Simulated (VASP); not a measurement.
# W (I4/mmm) in VASP: notebook, part 2 of 2

VASP 6.6.1.

### Step 4. Single point, r2SCAN (strain +0.030 along x and y, +0.015 along z)

Contents of POSCAR:

```
W
1.0
    0.0000000000      2.0909000000      2.0604500000
    2.0909000000      0.0000000000      2.0604500000
    2.0909000000      2.0909000000      0.0000000000
W
1
Direct
    0.0000000000      0.0000000000      0.0000000000
```

Contents of INCAR.step1:

```
SYSTEM = W
PREC = Accurate
ENCUT = 520
ISMEAR = 0
SIGMA = 0.15
LREAL = .False.
LASPH = .True.
NELM = 60
NBANDS = 13
GGA = PE
ALGO = Normal
EDIFF = 1E-4
LWAVE = .True.
LCHARG = .False.
```

Contents of INCAR.step2:

```
SYSTEM = W
PREC = Accurate
ENCUT = 520
EDIFF = 1E-6
ISMEAR = 0
SIGMA = 0.15
LREAL = .False.
LASPH = .True.
NELM = 60
ALGO = Normal
ISIF = 2
LWAVE = .False.
LCHARG = .False.
METAGGA = R2SCAN
LMIXTAU = .True.
NBANDS = 13
ISTART = 1
```

Contents of KPOINTS:

```
regular mesh
0
Gamma
  20 20 20
  0 0 0
```

Potentials or basis: VASP PAW PBE potentials, release 64 (W_sv).

Launch:

```bash
> cat potpaw_PBE.64/W_sv/POTCAR > POTCAR
> cp INCAR.step1 INCAR
> mpirun -np 1 vasp_std > vasp.out
> cp INCAR.step2 INCAR
> mpirun -np 1 vasp_std > vasp.out
```

OUTCAR:

```text
SYSTEM = W
   PREC = Accurate
   ENCUT = 520
   EDIFF = 1E-6
   ISMEAR = 0
   LREAL = .False.
   LASPH = .True.
   NELM = 60
   ISIF = 2
   METAGGA = R2SCAN
   ISTART = 1

 ion  position               nearest neighbor table
   1  0.000  0.000  0.000-

  LATTYP: Found a body centered tetragonal cell.
 ALAT       =     2.9569791376
 C/A-ratio  =     1.3936182192

  Lattice vectors:

 A1 = (   0.0000000000,  -2.0909000000,  -2.0604500000)
 A2 = (   0.0000000000,   2.0909000000,  -2.0604500000)
 A3 = (   2.0909000000,   0.0000000000,   2.0604500000)

Analysis of symmetry for initial positions (statically):
=====================================================================
 Subroutine PRICEL returns:
 Original cell was already a primitive cell.

 Routine SETGRP: Setting up the symmetry group for a
 body centered tetragonal supercell.

 Subroutine GETGRP returns: Found 16 space group operations
 (whereof 16 operations were pure point group operations)
 out of a pool of 16 trial point group operations.

[... 161 lines left out ...]
 E-fermi :   9.1313     XC(G=0): -14.1473

 val. band max:        9.1276000495   @ k =   0.3500   0.1000   0.0000
 cond. band min:       9.1345058588   @ k =  -0.3500   0.1500   0.1000
 fundamental gap:      0.0069058093
 Fermi energy:         9.1313489731

 k-point     1 :       0.0000    0.0000    0.0000
  band No.  band energies     occupation
      1     -66.7106      2.00000
      2     -29.7565      2.00000
      3     -29.7565      2.00000
      4     -29.7430      2.00000
      5       0.1268      2.00000
      6       8.5534      2.00000
      7       8.5534      2.00000
      8       8.7650      1.99945
      9      11.4562      0.00000
     10      11.7454      0.00000
     11      22.3537      0.00000
     12      27.3916      0.00000
     13      27.3916      0.00000
[... 354 lines left out ...]
  band No.  band energies     occupation
      1     -66.6443      2.00000
      2     -30.4938      2.00000
      3     -29.8654      2.00000
      4     -29.8598      2.00000
      5       3.5284      2.00000
      6       8.0448      2.00000
      7       8.6838      1.99998
      8       8.7676      1.99940
      9      12.5251      0.00000
     10      13.2756      0.00000
     11      20.3463      0.00000
     12      23.5119      0.00000
     13      28.8905      0.00000

 [... further k-points ...]
[... 5 lines left out ...]
  --------------------------------------------------------------------------------------
  -------------------------------------------------------------------------------------
  Total       -2.5683364     -2.5683364     -3.2470596      0.0000000      0.0000000      0.0000000
  in kB     -228.4040940   -228.4040940   -288.7634590      0.0000000      0.0000000      0.0000000
  external PRESSURE =    -248.5238824 kB  Pullay stress =       0.0000000 kB

 VOLUME and BASIS-vectors are now :
 -----------------------------------------------------------------------------
  energy-cutoff  :      520.00
  volume of cell :       18.02
      direct lattice vectors                 reciprocal lattice vectors
     0.000000000  2.090900000  2.060450000    -0.239131474  0.239131474  0.242665437
     2.090900000  0.000000000  2.060450000     0.239131474 -0.239131474  0.242665437
     2.090900000  2.090900000  0.000000000     0.239131474  0.239131474 -0.242665437

 POSITION                                       TOTAL-FORCE (eV/Angst)
 -----------------------------------------------------------------------------------
      0.00000      0.00000      0.00000         0.000000     -0.000000      0.000000
 -----------------------------------------------------------------------------------
    total drift:                               -0.000000      0.000000      0.000000

  FREE ENERGIE OF THE ION-ELECTRON SYSTEM (eV)
  ---------------------------------------------------
  free  energy   TOTEN  =       -50.6588044553 eV

  energy  without entropy=      -50.6436471454  energy(sigma->0) =      -50.65122580
```

OUTCAR.step1:

```text
SYSTEM = W
   PREC = Accurate
   ENCUT = 520
   ISMEAR = 0
   LREAL = .False.
   LASPH = .True.
[... 602 lines left out ...]
 POSITION                                       TOTAL-FORCE (eV/Angst)
 -----------------------------------------------------------------------------------
      0.00000      0.00000      0.00000         0.000000      0.000000      0.000000
 -----------------------------------------------------------------------------------
    total drift:                               -0.000000      0.000000     -0.000000

  FREE ENERGIE OF THE ION-ELECTRON SYSTEM (eV)
  ---------------------------------------------------
  free  energy   TOTEN  =       -12.3713203382 eV

  energy  without entropy=      -12.3549312459  energy(sigma->0) =      -12.36312579
```

Wall time 2.7 min (1 thread of Intel Xeon 6975P-C (Granite Rapids), shared host); peak memory 0.26 GiB.

Results:

| Property | Result |
| --- | --- |
| Free energy | -50.6588 eV |
| Pressure | -24.9 GPa |
| Band gap on the k mesh | zero (bands 7 and 8 overlap by 3.20 eV) |

Caveat: the cell differs from its parent crystal (strain +0.030 along x and y, +0.015 along z); the stress differs along the axes, from -29 to -23 GPa; the PAW data sets were made with another functional, which shifts forces and pressure a little; spin-orbit coupling is left out, which moves the levels of the heavy elements.

### Step 5. Single point, r2SCAN (strain -0.030 along x and y, -0.015 along z)

Contents of POSCAR:

```
W
1.0
    0.0000000000      1.9691000000      1.9995500000
    1.9691000000      0.0000000000      1.9995500000
    1.9691000000      1.9691000000      0.0000000000
W
1
Direct
    0.0000000000      0.0000000000      0.0000000000
```

Contents of INCAR.step1:

```
SYSTEM = W
  ALGO = Normal
  EDIFF = 1E-4
  ENCUT = 520
  GGA = PE
  ISMEAR = 0
  LASPH = .TRUE.
  LCHARG = .FALSE.
  LREAL = .FALSE.
  LWAVE = .TRUE.
  NBANDS = 13
  NELM = 80
  PREC = Accurate
  SIGMA = 0.15
```

Contents of INCAR.step2:

```
SYSTEM = W
  ALGO = Normal
  EDIFF = 1E-6
  ENCUT = 520
  ISIF = 2
  ISMEAR = 0
  ISTART = 1
  LASPH = .TRUE.
  LCHARG = .FALSE.
  LMIXTAU = .TRUE.
  LREAL = .FALSE.
  LWAVE = .FALSE.
  METAGGA = R2SCAN
  NBANDS = 13
  NELM = 80
  PREC = Accurate
  SIGMA = 0.15
```

Contents of KPOINTS:

```
k-points
0
G
  20 20 20
  0 0 0
```

Launch:

```bash
> cat potpaw_PBE.64/W_sv/POTCAR > POTCAR
> cp INCAR.step1 INCAR
> mpirun -np 1 vasp_std > vasp.out
> cp INCAR.step2 INCAR
> mpirun -np 1 vasp_std > vasp.out
```

Wall time 2.8 min (1 thread of Intel Xeon 6975P-C (Granite Rapids), shared host); peak memory 0.25 GiB.

Results (log left out):

| Item | Value |
| --- | --- |
| Free energy | -50.7686 eV |
| Pressure | 15.8 GPa |
| Band gap on the k mesh | zero (bands 7 and 8 overlap by 4.06 eV) |

Stress tensor (GPa, compression positive):
```
13.52  0.00  0.00
 0.00 13.52  0.00
 0.00  0.00 20.36
```

Levels at points of the mesh, in eV from the Fermi level:
```csv
k point,band 5,band 6,band 7,band 8,band 9,band 10
"(0.00, 0.00, 0.00)",-9.78,-0.84,-0.59,-0.59,2.80,3.16
"(0.50, 0.00, 0.00)",-6.23,-1.00,-0.72,0.65,5.61,5.74
"(0.50, 0.50, 0.00)",-6.17,-5.16,3.14,5.75,6.43,6.43
"(0.50, 0.00, 0.50)",-6.15,-5.19,3.47,5.70,6.31,6.56
```

Caveat: the cell differs from its parent crystal (strain -0.030 along x and y, -0.015 along z); the stress differs along the axes, from 14 to 20 GPa; the PAW data sets were made with another functional, which shifts forces and pressure a little; spin-orbit coupling is left out, which moves the levels of the heavy elements.

### Step 6. Single point, r2SCAN (strain -0.030 along x and y, +0.000 along z)

Contents of POSCAR:

```
W
1.0
    0.0000000000      1.9691000000      2.0300000000
    1.9691000000      0.0000000000      2.0300000000
    1.9691000000      1.9691000000      0.0000000000
W
1
Direct
    0.0000000000      0.0000000000      0.0000000000
```

Contents of INCAR.step1:

```
SYSTEM = W
PREC     = Accurate       ! precision mode
ENCUT    = 520            ! plane-wave cutoff, eV
ISMEAR   = 0              ! smearing method
SIGMA    = 0.15           ! smearing width, eV
LREAL    = .FALSE.        ! projectors in reciprocal space
LASPH    = .TRUE.         ! aspherical terms in the spheres
NELM     = 100            ! most SCF steps
NBANDS   = 13             ! bands
GGA      = PE             ! functional
ALGO     = Normal         ! electronic algorithm
EDIFF    = 1E-4           ! SCF threshold, eV
LWAVE    = .TRUE.         ! write WAVECAR
LCHARG   = .FALSE.        ! write CHGCAR
```

Contents of INCAR.step2:

```
SYSTEM = W
PREC     = Accurate       ! precision mode
ENCUT    = 520            ! plane-wave cutoff, eV
EDIFF    = 1E-6           ! SCF threshold, eV
ISMEAR   = 0              ! smearing method
SIGMA    = 0.15           ! smearing width, eV
LREAL    = .FALSE.        ! projectors in reciprocal space
LASPH    = .TRUE.         ! aspherical terms in the spheres
NELM     = 100            ! most SCF steps
ALGO     = Normal         ! electronic algorithm
ISIF     = 2              ! what is computed and relaxed
LWAVE    = .FALSE.        ! write WAVECAR
LCHARG   = .TRUE.         ! write CHGCAR
METAGGA  = R2SCAN         ! meta-GGA
LMIXTAU  = .TRUE.       
LELF     = .TRUE.         ! ELF
LVHAR    = .TRUE.       
NBANDS   = 13             ! bands
ISTART   = 1
```

Contents of KPOINTS:

```
regular mesh
0
G
  20 20 20
  0 0 0
```

Potentials or basis: VASP PAW PBE potentials, release 64 (W_sv).

Launch:

```bash
> cat potpaw_PBE.64/W_sv/POTCAR > POTCAR
> cp INCAR.step1 INCAR
> mpirun -np 1 vasp_std > vasp.out
> cp INCAR.step2 INCAR
> mpirun -np 1 vasp_std > vasp.out
```

Run time: 2.7 min. Hardware: 1 thread of Intel Xeon 6975P-C (Granite Rapids), shared host; peak memory 0.24 GiB.

The run converged. Its results:

```
Free energy            : -50.7974 eV
Pressure               : 10.6 GPa
Band gap on the k mesh : zero (bands 7 and 8 overlap by 3.98 eV)
```

Stress tensor (GPa, compression positive):
```
 6.74  0.00  0.00
 0.00  6.74  0.00
 0.00  0.00 18.31
```

Levels at points of the mesh, in eV from the Fermi level:
```tsv
k point	band 4	band 5	band 6	band 7	band 8	band 9	band 10	band 11
(0.00, 0.00, 0.00)	-38.44	-9.74	-1.00	-0.51	-0.51	2.53	3.25	13.39
(0.50, 0.00, 0.00)	-38.59	-6.17	-1.13	-0.58	0.56	5.41	5.65	11.46
(0.50, 0.50, 0.00)	-38.89	-6.10	-5.07	2.80	5.64	6.26	6.26	13.01
(0.50, 0.00, 0.50)	-38.94	-6.05	-5.11	3.45	5.52	6.02	6.52	12.22
```

Caveat: the cell differs from its parent crystal (strain -0.030 along x and y, +0.000 along z); the stress differs along the axes, from 7 to 18 GPa; the PAW data sets were made with another functional, which shifts forces and pressure a little; spin-orbit coupling is left out, which moves the levels of the heavy elements.

### Step 7. The runs side by side

```tsv
cell	gap on the mesh (eV)	pressure (GPa)
a = 2.914, b = 2.914, c = 2.957 Å, angles 59.5, 59.5, 61.0°, 1 atom	none	-21.9
a = 2.936, b = 2.936, c = 2.914 Å, angles 60.2, 60.2, 59.5°, 1 atom	none	-21.9
a = 2.936, b = 2.936, c = 2.957 Å, angles 59.8, 59.8, 60.5°, 1 atom	none	-24.9
a = 2.806, b = 2.806, c = 2.785 Å, angles 60.3, 60.3, 59.5°, 1 atom	none	15.8
a = 2.828, b = 2.828, c = 2.785 Å, angles 60.5, 60.5, 59.0°, 1 atom	none	10.6
```

Alike in all rows: task single point; level r2SCAN; potentials or basis VASP PAW PBE potentials, release 64 (W_sv); no spin polarisation; k mesh 20 × 20 × 20; cutoff (eV) 520; smearing gaussian 0.15 eV.

Caveats: the PAW data sets were made with another functional, which shifts forces and pressure a little; spin-orbit coupling is left out, which moves the levels of the heavy elements; the stress differs along the axes, from -30 to -18 GPa (at least some runs); the stress differs along the axes, from -24 to -18 GPa (at least some runs); the stress differs along the axes, from -29 to -23 GPa (at least some runs); the stress differs along the axes, from 14 to 20 GPa (at least some runs); the stress differs along the axes, from 7 to 18 GPa (at least some runs).

Absolute energies hang on the potentials; compare differences alone.
